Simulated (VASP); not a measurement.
Wanted: the native input for a VASP 6.6.1 run.

| Quantity | Value |
| --- | --- |
| Task | single point |
| Functional | PBE |
| Potentials or basis | VASP PAW PBE potentials, release 64 (Pt) |
| Cutoff | 520 eV |
| k mesh | 14 × 14 × 14 |
| Occupations | methfessel-paxton, width 0.6 eV |
| Spin | no spin polarisation |
| Dipole correction | no |
| Further INCAR settings | ALGO = Normal; EDIFF = 1e-07; NBANDS = 11 |

The structure of Pt lies in POSCAR:

```
Pt
1.0
    0.0000000000      1.9857786488      1.9857786488
    1.9857786488      0.0000000000      1.9857786488
    1.9857786488      1.9857786488      0.0000000000
Pt
1
Direct
    0.0000000000      0.0000000000      0.0000000000
```

The input as run:

INCAR

```
SYSTEM = Pt
PREC = Accurate ; ENCUT = 520
EDIFF = 1E-7 ; ISMEAR = 1
SIGMA = 0.6 ; LREAL = .FALSE.
LASPH = .TRUE. ; NELM = 60
ALGO = Normal ; ISIF = 2
LWAVE = .FALSE. ; LCHARG = .FALSE.
GGA = PE ; NBANDS = 11
```

KPOINTS

```
regular mesh
0
G
  14 14 14
  0 0 0
```

Potentials or basis: VASP PAW PBE potentials, release 64 (Pt).

The run is started by

```console
$ cat potpaw_PBE.64/Pt/POTCAR > POTCAR
$ mpirun -np 1 vasp_std > vasp.out
```

Results of the run:

```json
{"Pressure": "-0.6 GPa", "Band gap on the k mesh": "zero (band 5 reaches 11.01 eV, above the bottom of band 6 at 8.92 eV)"}
```

Caveat: spin-orbit coupling is left out, which moves the levels of the heavy elements.

It took 6.4 s on 1 thread of Intel Xeon 6975P-C, on a shared host, peak memory 0.15 GiB.
